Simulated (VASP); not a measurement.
ScGa3Te, 5 atoms in the cell. It takes space group Pm-3m (No. 221, cubic). Conventional cell: a = 4.850 Å, b = 4.850 Å, c = 4.850 Å, α = 90.00°, β = 90.00°, γ = 90.00°. Within 4.5 Å of Sc (site symmetry m-3m) lie 12 Ga at 3.43 Å and 8 Te at 4.20 Å. Ga (site symmetry 4/mmm) has 2 Te at 2.42 Å within 3.2 Å. Te (site symmetry m-3m) has 6 Ga at 2.42 Å within 3.2 Å. 

* Program: VASP 6.6.1
* Task: relaxation of cell and atoms
* Functional: PBE
* Potentials or basis: VASP PAW PBE potentials, release 64 (Sc_sv, Ga_d, Te)
* Cutoff: 600 eV
* k mesh: 4 × 4 × 4
* Occupations: gaussian, width 0.1 eV
* Spin: no spin polarisation
* Dipole correction: no
* Further INCAR settings: ALGO = Normal; EDIFF = 1e-06; IBRION = 2; EDIFFG = -0.04; NSW = 90; ISIF = 3

Potentials or basis: VASP PAW PBE potentials, release 64 (Sc_sv, Ga_d, Te).

The run is started by

```bash
$ cat potpaw_PBE.64/Sc_sv/POTCAR potpaw_PBE.64/Ga_d/POTCAR potpaw_PBE.64/Te/POTCAR > POTCAR
$ mpirun -np 1 vasp_std > vasp.out
```

Hardware: 1 thread of Intel(R) Xeon(R) Platinum 8259CL CPU @ 2.50GHz (Skylake/Cascade Lake) (shared host).

Q: How long does it take, and how much memory?

A: Wall time 3.1 min on 1 thread of Intel(R) Xeon(R) Platinum 8259CL CPU @ 2.50GHz (Skylake/Cascade Lake), on a shared host, peak memory 0.27 GiB. Counts: scf iterations 61, k points 10, ion steps 4.
